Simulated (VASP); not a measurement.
Input of a VASP 6.6.1 run:

File INCAR:

```
SYSTEM = CsPbCl3
PREC = Accurate
ENCUT = 520
EDIFF = 1E-7
ISMEAR = 0
SIGMA = 0.01
LREAL = .False.
LASPH = .True.
NELM = 80
ALGO = Normal
ISIF = 2
LWAVE = .False.
LCHARG = .False.
GGA = PE
NBANDS = 30
```

The input KPOINTS:

```
regular mesh
0
Gamma
  4 4 4
  0 0 0
```

File POSCAR:

```
CsPbCl3
1.0
    5.6230821864      0.0000000000      0.0000000000
    0.0000000000      5.6230821864      0.0000000000
    0.0000000000      0.0000000000      5.6230821864
Cs Pb Cl
1 1 3
Direct
    0.0000000000      0.0000000000      0.0000000000
    0.5000000000      0.5000000000      0.5000000000
    0.5000000000      0.5000000000      0.0000000000
    0.0000000000      0.5000000000      0.5000000000
    0.5000000000      0.0000000000      0.5000000000
```

Potentials or basis: VASP PAW PBE potentials, release 64 (Cs_sv, Pb_d, Cl).

Run with:

```sh
$ cat potpaw_PBE.64/Cs_sv/POTCAR potpaw_PBE.64/Pb_d/POTCAR potpaw_PBE.64/Cl/POTCAR > POTCAR
$ mpirun -np 1 vasp_std > vasp.out
```

Task: What does it give for the band gap on the k mesh?

Result: 1.98 eV, direct.

Task: Estimate the pressure.

Result: 1.5 GPa.

Caveat: spin-orbit coupling is left out, which moves the levels of the heavy elements. A k mesh can miss the band edges.
